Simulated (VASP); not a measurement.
CdSe (Cadmoselite):

```
CELL_PARAMETERS angstrom
4.35659 0.00000 0.00000
-2.17829 3.77291 0.00000
0.00000 0.00000 7.11238
ATOMIC_POSITIONS crystal
Cd 0.66667 0.33333 0.50000
Cd 0.33333 0.66667 0.00000
Se 0.66667 0.33333 0.88500
Se 0.33333 0.66667 0.38500
```

Base run:

* Program: VASP 6.6.1
* Functional: BLYP
* Potentials or basis: VASP PAW PBE potentials, release 64 (Cd, Se)
* Cutoff: 520 eV
* k mesh: 7 × 7 × 4
* Occupations: fermi-dirac, width 0.05 eV
* Spin: no spin polarisation

Its results: band gap on the k mesh 0.57 eV, direct; pressure 4.0 GPa; largest force 0.277 eV/Å.

Task: After a change of settings the same cell gave: band gap on the k mesh 0.38 eV, direct; pressure -3.2 GPa; largest force 0.227 eV/Å. Which change was it?
A. functional from BLYP to r2SCAN; further incar settings from ALGO = Normal; EDIFF = 1e-07; NBANDS = 26 to ALGO = Normal; EDIFF = 1e-06; NBANDS = 26
B. functional from BLYP to PBE exchange alone; further incar settings from ALGO = Normal; EDIFF = 1e-07; NBANDS = 26 to ALGO = Normal; EDIFF = 1e-06; NBANDS = 26
C. functional from BLYP to LDA; potentials or basis from VASP PAW PBE potentials, release 64 (Cd, Se) to VASP PAW LDA potentials, release 64 (Cd, Se)
D. functional from BLYP to PBEsol; further incar settings from ALGO = Normal; EDIFF = 1e-07; NBANDS = 26 to ALGO = Normal; EDIFF = 1e-06; NBANDS = 26

Result: C.

Caveats: the PAW data sets were made with another functional, which shifts forces and pressure a little (some runs).
